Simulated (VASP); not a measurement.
Set up this calculation in VASP 6.6.1, as the native input.

- Task: single point
- Functional: PBE
- Potentials or basis: VASP PAW PBE potentials, release 64 (Be)
- Cutoff: 520 eV
- k mesh: 18 × 18 × 5
- Occupations: fermi-dirac, width 0.1 eV
- Spin: no spin polarisation
- Dipole correction: no
- Further INCAR settings: ALGO = Normal; EDIFF = 1e-07; NBANDS = 12

The structure of Be lies in POSCAR:

```
Be
1.0
    2.1607330957      0.0000000000      0.0000000000
   -1.0803665479      1.8712497517      0.0000000000
    0.0000000000      0.0000000000      6.8786269863
Be
4
Direct
    0.0000000000      1.0000000000      1.0000000000
    0.0000000000      0.0000000000      0.5000000000
    0.3333333333      0.6666666667      0.2500000000
    0.6666666667      0.3333333333      0.7500000000
```

This cell differs from its parent crystal: volume scaled by 0.88.

One way to write it, as run:

INCAR

```
SYSTEM = Be
ALGO = Normal ; EDIFF = 1E-7
ENCUT = 520 ; GGA = PE
ISIF = 2 ; ISMEAR = -1
LASPH = .TRUE. ; LCHARG = .FALSE.
LREAL = .FALSE. ; LWAVE = .FALSE.
NBANDS = 12 ; NELM = 80
PREC = Accurate ; SIGMA = 0.1
```

KPOINTS

```
k-points
0
G
  18 18 5
  0 0 0
```

Potentials or basis: VASP PAW PBE potentials, release 64 (Be).

The run is started by

```sh
$ cat potpaw_PBE.64/Be/POTCAR > POTCAR
$ mpirun -np 1 vasp_std > vasp.out
```

Results of the run:

```yaml
Pressure: 19.6 GPa
Band_gap_on_the_k_mesh: zero (band 4 reaches 9.05 eV, above the bottom of band 5 at 7.54 eV)
```

It took 11 s on 1 thread of Intel(R) Xeon(R) 6975P-C (Granite Rapids) (shared host), peak memory 0.15 GiB.
